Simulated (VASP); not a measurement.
# Zr (Cmcm) in VASP: a series of runs

Zr is run at these levels: PBE; tasks: single point.

Everything below comes from runs of VASP 6.6.1. Logs are shortened: lines on timing, memory, paths and dates and some standing lists are left out, and cuts for length are marked.

**1. The cell of the first run**

It takes space group Cmcm (No. 63, orthorhombic). Conventional cell: a = 3.232 Å, b = 5.598 Å, c = 5.147 Å, α = 90.00°, β = 90.00°, γ = 90.00°. Zr (site symmetry m2m) has 12 Zr at 3.14 to 3.27 Å within 4.1 Å.

**2. Single point, PBE (atom 1 (Zr) moved by (-0.150, +0.000) A along y and z)**

Input file INCAR:

```
SYSTEM = Zr
PREC     = Accurate       ! precision mode
ENCUT    = 520            ! plane-wave cutoff, eV
EDIFF    = 1E-7           ! SCF threshold, eV
ISMEAR   = 0              ! smearing method
SIGMA    = 0.15           ! smearing width, eV
LREAL    = .FALSE.        ! projectors in reciprocal space
LASPH    = .TRUE.         ! aspherical terms in the spheres
NELM     = 80             ! most SCF steps
ALGO     = Fast           ! electronic algorithm
ISIF     = 2              ! what is computed and relaxed
LWAVE    = .FALSE.        ! write WAVECAR
LCHARG   = .FALSE.        ! write CHGCAR
GGA      = PE             ! functional
NBANDS   = 19             ! bands
```

Input file KPOINTS:

```
regular mesh
0
G
  18 18 10
  0 0 0
```

Input file POSCAR:

```
Zr
1.0
    3.2319982225      0.0000000000      0.0000000000
   -1.6159991112      2.7989925657      0.0000000000
    0.0000000000      0.0000000000      5.1470000000
Zr
2
Direct
    0.3065379781      0.6130759563      0.2500000000
    0.6666666667      0.3333333333      0.7500000000
```

Potentials or basis: VASP PAW PBE potentials, release 64 (Zr_sv).

On the command line:

```sh
$ cat potpaw_PBE.64/Zr_sv/POTCAR > POTCAR
$ mpirun -np 1 vasp_std > vasp.out
```

OUTCAR:

```text
SYSTEM = Zr
   PREC = Accurate
   ENCUT = 520
   EDIFF = 1E-7
   ISMEAR = 0
   LREAL = .FALSE.
   LASPH = .TRUE.
   NELM = 80
   ISIF = 2
   GGA = PE

 ion  position               nearest neighbor table
   1  0.307  0.613  0.250-   2 3.14   2 3.14   2 3.14   2 3.14   2 3.27   2 3.27
   2  0.667  0.333  0.750-   1 3.14   1 3.14   1 3.14   1 3.14   1 3.27   1 3.27

  LATTYP: Found a hexagonal cell.
 ALAT       =     3.2319982225
 C/A-ratio  =     1.5925132521

  Lattice vectors:

 A1 = (   3.2319982225,   0.0000000000,   0.0000000000)
 A2 = (  -1.6159991112,   2.7989925657,   0.0000000000)
 A3 = (   0.0000000000,   0.0000000000,   5.1470000000)

Analysis of symmetry for initial positions (statically):
=====================================================================
 Subroutine PRICEL returns:
 Original cell was already a primitive cell.

 Routine SETGRP: Setting up the symmetry group for a
 hexagonal supercell.

 Subroutine GETGRP returns: Found  8 space group operations
 (whereof  2 operations were pure point group operations)
 out of a pool of 24 trial point group operations.

The static configuration has the point symmetry C_1h.
 The point group associated with its full space group is D_2h.

Analysis of symmetry for dynamics (positions and initial velocities):
=====================================================================
 Subroutine PRICEL returns:
 Original cell was already a primitive cell.

 Routine SETGRP: Setting up the symmetry group for a
 hexagonal supercell.

 Subroutine GETGRP returns: Found  8 space group operations
 (whereof  2 operations were pure point group operations)
 out of a pool of 24 trial point group operations.

The dynamic configuration has the point symmetry C_1h.
 The point group associated with its full space group is D_2h.

 Subroutine INISYM returns: Found  8 space group operations
 (whereof  2 operations are pure point group operations),
 and found     1 'primitive' translations

----------------------------------------------------------------------------------------

                                     Primitive cell

  volume of cell :      46.5615

  direct lattice vectors                    reciprocal lattice vectors
     3.231998223  0.000000000  0.000000000     0.309406111  0.178635701  0.000000000
    -1.615999111  2.798992566  0.000000000     0.000000000  0.357271403  0.000000000
     0.000000000  0.000000000  5.147000000     0.000000000  0.000000000  0.194287935

  length of vectors
     3.231998223  3.231998222  5.147000000     0.357271403  0.357271403  0.194287935

  position of ions in fractional coordinates (direct lattice)
     0.306537978  0.613075956  0.250000000
     0.666666667  0.333333333  0.750000000

  ion indices of the primitive-cell ions
   primitive index   ion index
                 1           1
                 2           2

----------------------------------------------------------------------------------------

 KPOINTS: regular mesh

Automatic generation of k-mesh.
 Grid dimensions read from file:
 generate k-points for:   18   18   10

 Generating k-lattice:

  Cartesian coordinates                     Fractional coordinates (reciprocal lattice)
     0.017189228  0.009924206  0.000000000     0.055555556  0.000000000  0.000000000
     0.000000000  0.019848411  0.000000000     0.000000000  0.055555556  0.000000000
     0.000000000  0.000000000  0.019428793     0.000000000  0.000000000  0.100000000

  Length of vectors
     0.019848411  0.019848411  0.019428793

  Shift w.r.t. Gamma in fractional coordinates (k-lattice)
     0.000000000  0.000000000  0.000000000

 Subroutine IBZKPT returns following result:
 ===========================================

 Found    546 irreducible k-points:

 Following reciprocal coordinates:
            Coordinates               Weight
  0.000000  0.000000  0.000000      1.000000
  0.055556 -0.000000  0.000000      4.000000
  0.000000  0.055556  0.000000      2.000000
  0.111111 -0.000000  0.000000      4.000000
  0.000000  0.111111  0.000000      2.000000
  0.166667 -0.000000  0.000000      4.000000
[... 16 lines left out ...]
 -0.055556  0.166667  0.000000      4.000000
 -0.166667  0.111111  0.000000      4.000000
 [... further k-points ...]
   k-points           NKPTS =    546   k-points in BZ     NKDIM =    546   number of bands    NBANDS=     19
   number of dos      NEDOS =    301   number of ions     NIONS =      2
   total plane-waves  NPLWV =  23040
   dimension x,y,z NGX =    24 NGY =   24 NGZ =   40
   dimension x,y,z NGXF=    48 NGYF=   48 NGZF=   80
   ions per type =               2
   NGX,Y,Z   is equivalent  to a cutoff of  12.35, 12.35, 12.92 a.u.
   NGXF,Y,Z  is equivalent  to a cutoff of  24.69, 24.69, 25.84 a.u.
 SYSTEM =  Zr
   PREC   = accura    normal or accurate (medium, high low for compatibility)
   ISTART =      0    job   : 0-new  1-cont  2-samecut
   ICHARG =      2    charge: 1-file 2-atom 10-const
   ISPIN  =      1    spin polarized calculation?
   LNONCOLLINEAR =      F non collinear calculations
   LSORBIT =      F    spin-orbit coupling
   LASPH  =      T    aspherical Exc in radial PAW
   ENCUT  =  520.0 eV  38.22 Ry    6.18 a.u.   6.01  6.01  9.57*2*pi/ulx,y,z
   NELM   =     80;   NELMIN=  2; NELMDL= -5     # of ELM steps
   EDIFF  = 0.1E-06   stopping-criterion for ELM
   LREAL  =      F    real-space projection
   EDIFFG = 0.1E-05   stopping-criterion for IOM
   NSW    =      0    number of steps for IOM
   IBRION =     -1    ionic relax: 0-MD 1-quasi-New 2-CG
   NFREE  =      0    steps in history (QN), initial steepest desc. (CG)
   ISIF   =      2    stress and relaxation
   ISYM   =      2    0-nonsym 1-usesym 2-fastsym
   POTIM  = 0.5000    time-step for ionic-motion
   TEBEG  =    0.0;   TEEND  =   0.0 temperature during run
   PSTRESS=    0.0 pullay stress
   NELECT =      24.0000    total number of electrons
   NUPDOWN=      -1.0000    fix difference up-down
   EMIN   =  10.00;   EMAX   =-10.00  energy-range for DOS
   EFERMI =   0.00;   METHOD = LEGACY
   ISMEAR =     0;   SIGMA  =   0.15  broadening in eV -4-tet -1-fermi 0-gaus
   EFERMI_NEDOS =   21; number of points for ismear=-14 and -15
   IALGO  =     68    algorithm
   IMIX   =      4    mixing-type and parameters
     AMIX     =   0.40;   BMIX     =  1.00
     AMIX_MAG =   1.60;   BMIX_MAG =  1.00
  volume/ion in A,a.u.               =      23.28       157.11
  Fermi-wavevector in a.u.,A,eV,Ry     =   1.312612  2.480476 23.442147  1.722949
  Thomas-Fermi vector in A             =   2.442992
   LORBIT       =      0    0 simple, 1 ext, 2 COOP (PROOUT), +10 PAW based schemes
   GGA     = PE    functional components
   LHFCALC =     F    Hartree Fock is set to
   AEXX    =    0.0000 exact exchange contribution
   IVDW    =     0    specifies the selected vdW correction
   LEPSILON=     F    determine dielectric tensor
   LRPA    =     F    only Hartree local field effects (RPA)
 non-spin polarized calculation
 RMM-DIIS sequential band-by-band and
 Gauss-broadening in eV      SIGMA  =   0.15
  energy-cutoff  :      520.00
  volume of cell :       46.56
 maximum number of plane-waves:      1284
   NGX = 13   NGY = 13   NGZ = 19

 number of electron      24.0000000 magnetization

 Free energy of the ion-electron system (eV)
  ---------------------------------------------------
  ext. energy  EPLUGINS =         0.00000000
  ---------------------------------------------------
  free energy    TOTEN  =       -17.04144573 eV

  energy without entropy =      -17.01692488  energy(sigma->0) =      -17.02918531

 E-fermi :   8.9697     XC(G=0): -11.0814

 val. band max:        8.9675511649   @ k =   0.2778   0.2778   0.3000
 cond. band min:       8.9713425595   @ k =   0.1111   0.0556   0.1000
 fundamental gap:      0.0037913946
 Fermi energy:         8.9696914570

 k-point     1 :       0.0000    0.0000    0.0000
  band No.  band energies     occupation
      1     -39.8434      2.00000
      2     -39.6867      2.00000
      3     -18.3711      2.00000
      4     -17.5241      2.00000
      5     -17.4689      2.00000
      6     -17.3765      2.00000
[... 11 lines left out ...]
     18      11.4995      0.00000
     19      13.0021      0.00000

 k-point     2 :       0.0556   -0.0000    0.0000
  band No.  band energies     occupation
      1     -39.8398      2.00000
      2     -39.6853      2.00000
      3     -18.3612      2.00000
      4     -17.5417      2.00000
      5     -17.4793      2.00000
      6     -17.3860      2.00000
[... 11 lines left out ...]
     18      11.3913      0.00000
     19      13.1227      0.00000

 k-point     3 :       0.0000    0.0556    0.0000
  band No.  band energies     occupation
      1     -39.8401      2.00000
      2     -39.6851      2.00000
      3     -18.3626      2.00000
      4     -17.5303      2.00000
      5     -17.4910      2.00000
      6     -17.3971      2.00000
[... 11 lines left out ...]
     18      11.3838      0.00000
     19      13.3363      0.00000

 k-point     4 :       0.1111   -0.0000    0.0000
  band No.  band energies     occupation
      1     -39.8293      2.00000
      2     -39.6814      2.00000
      3     -18.3320      2.00000
      4     -17.5964      2.00000
      5     -17.5049      2.00000
      6     -17.4380      2.00000
[... 11 lines left out ...]
     18      11.1299      0.00000
     19      13.3616      0.00000

 k-point     5 :       0.0000    0.1111    0.0000
  band No.  band energies     occupation
      1     -39.8303      2.00000
      2     -39.6804      2.00000
      3     -18.3378      2.00000
      4     -17.5551      2.00000
      5     -17.5481      2.00000
      6     -17.4555      2.00000
[... 11 lines left out ...]
     18      11.1933      0.00000
     19      14.0539      0.00000
[... 334 lines left out ...]
      2     -39.6829      2.00000
      3     -18.3403      2.00000
      4     -17.5827      2.00000
      5     -17.4946      2.00000
      6     -17.4000      2.00000
[... 11 lines left out ...]
     18      11.2918      0.00000
     19      13.1462      0.00000

 k-point    22 :       0.1111    0.0556    0.0000
  band No.  band energies     occupation
      1     -39.8200      2.00000
      2     -39.6771      2.00000
      3     -18.3079      2.00000
      4     -17.6340      2.00000
      5     -17.5541      2.00000
      6     -17.4867      2.00000
[... 11 lines left out ...]
     18      11.1042      0.00000
     19      13.7194      0.00000

 k-point    23 :      -0.0556    0.1667    0.0000
  band No.  band energies     occupation
      1     -39.8208      2.00000
      2     -39.6763      2.00000
      3     -18.3124      2.00000
      4     -17.6117      2.00000
      5     -17.5778      2.00000
      6     -17.4938      2.00000
[... 11 lines left out ...]
     18      11.1760      0.00000
     19      13.9190      0.00000

 k-point    24 :      -0.1667    0.1111    0.0000
  band No.  band energies     occupation
      1     -39.8188      2.00000
      2     -39.6783      2.00000
      3     -18.3010      2.00000
      4     -17.6515      2.00000
      5     -17.5397      2.00000
      6     -17.4667      2.00000
[... 11 lines left out ...]
     18      11.2047      0.00000
     19      13.3198      0.00000

 [... further k-points ...]
[... 5 lines left out ...]
  --------------------------------------------------------------------------------------
  -------------------------------------------------------------------------------------
  Total        0.2859836     -0.2006357      0.2404560     -0.0000000     -0.0000000      0.0000000
  in kB        9.8406698     -6.9038570      8.2740710     -0.0000000     -0.0000000      0.0000000
  external PRESSURE =       3.7369613 kB  Pullay stress =       0.0000000 kB

 VOLUME and BASIS-vectors are now :
 -----------------------------------------------------------------------------
  energy-cutoff  :      520.00
  volume of cell :       46.56
      direct lattice vectors                 reciprocal lattice vectors
     3.231998223  0.000000000  0.000000000     0.309406111  0.178635701  0.000000000
    -1.615999111  2.798992566  0.000000000     0.000000000  0.357271403  0.000000000
     0.000000000  0.000000000  5.147000000     0.000000000  0.000000000  0.194287935

 POSITION                                       TOTAL-FORCE (eV/Angst)
 -----------------------------------------------------------------------------------
     -0.00000      1.71600      1.28675         0.000000      0.129941      0.000000
      1.61600      0.93300      3.86025        -0.000000     -0.129941      0.000000
 -----------------------------------------------------------------------------------
    total drift:                                0.000000      0.000000      0.000000

  FREE ENERGIE OF THE ION-ELECTRON SYSTEM (eV)
  ---------------------------------------------------
  free  energy   TOTEN  =       -17.0414457280 eV

  energy  without entropy=      -17.0169248837  energy(sigma->0) =      -17.02918531
```

Run time: 7.2 min. Hardware: 1 thread of AMD EPYC 9R45 (Zen 5), shared host; peak memory 0.43 GiB.

What came out:

```
Free energy            : -17.0414 eV
Pressure               : 0.4 GPa
Largest force          : 0.130 eV/Å
Band gap on the k mesh : zero (bands 12 and 13 overlap by 1.35 eV)
```

Forces in eV/Å, atoms in the order of the input:
```
Zr   0.000  0.130  0.000
Zr   0.000 -0.130  0.000
```

Caveat: the cell differs from its parent crystal (atom 1 (Zr) moved by (-0.150, +0.000) A along y and z).

**3. Single point, PBE (atom 1 (Zr) moved by (+0.150, +0.000) A along y and z)**

Input file INCAR:

```
SYSTEM = Zr
  PREC = Accurate
  ENCUT = 520
  EDIFF = 1E-7
  ISMEAR = 0
  SIGMA = 0.15
  LREAL = .FALSE.
  LASPH = .TRUE.
  NELM = 80
  ALGO = Fast
  ISIF = 2
  LWAVE = .FALSE.
  LCHARG = .FALSE.
  GGA = PE
  NBANDS = 19
```

Input file KPOINTS:

```
Automatic mesh
0
G
  18 18 10
  0 0 0
```

POSCAR: that of step 2 with these lines changed.

```diff
@@ -8,3 +8,3 @@
 Direct
-    0.3065379781      0.6130759563      0.2500000000
+    0.3601286885      0.7202573771      0.2500000000
     0.6666666667      0.3333333333      0.7500000000
```

Potentials or basis: VASP PAW PBE potentials, release 64 (Zr_sv).

On the command line:

```sh
$ cat potpaw_PBE.64/Zr_sv/POTCAR > POTCAR
$ mpirun -np 1 vasp_std > vasp.out
```

Run time: 7.4 min. Hardware: 1 thread of AMD EPYC 9R45 (Zen 5), shared host; peak memory 0.44 GiB.

It converged, with:

| Property | Result |
| --- | --- |
| Free energy | -17.0409 eV |
| Pressure | 0.4 GPa |
| Largest force | 0.142 eV/Å |
| Band gap on the k mesh | zero (bands 12 and 13 overlap by 1.35 eV) |

Forces on the atoms (eV/Å):
```
Zr   0.000 -0.142  0.000
Zr   0.000  0.142  0.000
```

Stress tensor (GPa, compression positive):
```
-0.92  0.00  0.00
 0.00  1.18  0.00
 0.00  0.00  0.80
```

Levels at points of the mesh, in eV from the Fermi level:
```tsv
k point	band 8	band 9	band 10	band 11	band 12	band 13	band 14	band 15	band 16	band 17
(0.00, 0.00, 0.00)	-26.31	-5.63	-3.00	0.83	0.91	0.97	1.20	1.45	1.80	1.89
(0.50, 0.00, 0.00)	-26.43	-2.57	-2.53	-2.23	-0.13	0.56	1.07	1.50	4.97	5.22
(0.00, 0.50, 0.00)	-26.44	-2.54	-2.31	-1.84	-0.29	0.32	0.64	1.35	4.82	5.25
(0.00, 0.00, 0.50)	-26.39	-3.92	-3.92	0.06	0.06	0.74	0.74	0.88	0.88	3.79
(0.50, 0.00, 0.50)	-26.53	-2.79	-2.79	-1.08	-1.08	1.59	1.59	2.31	2.31	5.14
(0.00, 0.50, 0.50)	-26.55	-2.92	-2.92	-1.00	-1.00	1.69	1.69	2.27	2.27	5.13
```

Caveat: the cell differs from its parent crystal (atom 1 (Zr) moved by (+0.150, +0.000) A along y and z).
